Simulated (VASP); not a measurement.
A run of VASP 6.6.1:

The input INCAR:

```
PREC = Accurate
ENCUT = 520
EDIFF = 1E-6
ISMEAR = 0
SIGMA = 0.1
LREAL = False
LASPH = True
NELM = 100
ALGO = Normal
ISIF = 2
LWAVE = False
LCHARG = True
GGA = PS
LELF = True
LVHAR = True
NBANDS = 16
```

KPOINTS

```
Automatic mesh
0
Gamma
  18 18 12
```

POSCAR

```
ZrB2
1.0
    3.0287959493      0.0000000000      0.0000000000
   -1.5143979747      2.6230142349      0.0000000000
    0.0000000000      0.0000000000      3.3483531864
Zr B
1 2
Direct
    0.0000000000      0.0000000000      0.0000000000
    0.3333333333      0.6666666667      0.5000000000
    0.6666666667      0.3333333333      0.5000000000
```

Potentials or basis: VASP PAW PBE potentials, release 64 (Zr_sv, B).

Launch:

```bash
$ cat potpaw_PBE.64/Zr_sv/POTCAR potpaw_PBE.64/B/POTCAR > POTCAR
$ mpirun -np 1 vasp_std > vasp.out
```

Hardware: 1 thread of Intel(R) Xeon(R) Platinum 8559C (Emerald Rapids), on a shared host.

Question: How long does it take, and how much memory?

Answer: It took 44 s on 1 thread of Intel(R) Xeon(R) Platinum 8559C (Emerald Rapids) (shared host), peak memory 0.22 GiB. Counts: scf iterations 13, k points 259.
